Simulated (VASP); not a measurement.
Write the native input for VASP 6.6.1 that does the following.

```
Task                   : single point
Functional             : PBEsol
Potentials or basis    : VASP PAW PBE potentials, release 64 (Be)
Cutoff                 : 520 eV
k mesh                 : 6 × 6 × 10
Occupations            : gaussian, width 0.1 eV
Spin                   : no spin polarisation
Dipole correction      : no
Further INCAR settings : ALGO = Normal; EDIFF = 1e-07; NBANDS = 12
```

The structure of Be lies in POSCAR:

```
Be
1.0
    3.7961198385      0.0000000000      0.0000000000
    0.0000000000      3.7961198385      0.0000000000
    0.0000000000      0.0000000000      2.3113002847
Be
4
Direct
    0.2974080000      0.2974080000      0.0000000000
    0.7025920000      0.7025920000      0.0000000000
    0.2025920000      0.7974080000      0.5000000000
    0.7974080000      0.2025920000      0.5000000000
```

The input as run:

INCAR

```
ALGO = Normal
EDIFF = 1E-7
ENCUT = 520
GGA = PS
ISIF = 2
ISMEAR = 0
LASPH = True
LCHARG = False
LREAL = False
LWAVE = False
NBANDS = 12
NELM = 100
PREC = Accurate
SIGMA = 0.1
```

KPOINTS

```
k-points
0
Gamma
  6 6 10
```

Potentials or basis: VASP PAW PBE potentials, release 64 (Be).

Launch:

```bash
$ cat potpaw_PBE.64/Be/POTCAR > POTCAR
$ mpirun -np 1 vasp_std > vasp.out
```

It gave:

```
Pressure               : -5.0 GPa
Largest force          : 0.007 eV/Å
Band gap on the k mesh : zero (band 4 reaches 7.47 eV, above the bottom of band 5 at 5.43 eV)
```

Caveat: the PAW data sets were made with another functional, which shifts forces and pressure a little.

Run time: 13 s on 1 thread of Intel Xeon 6975P-C, with other jobs on the host, peak memory 0.14 GiB.
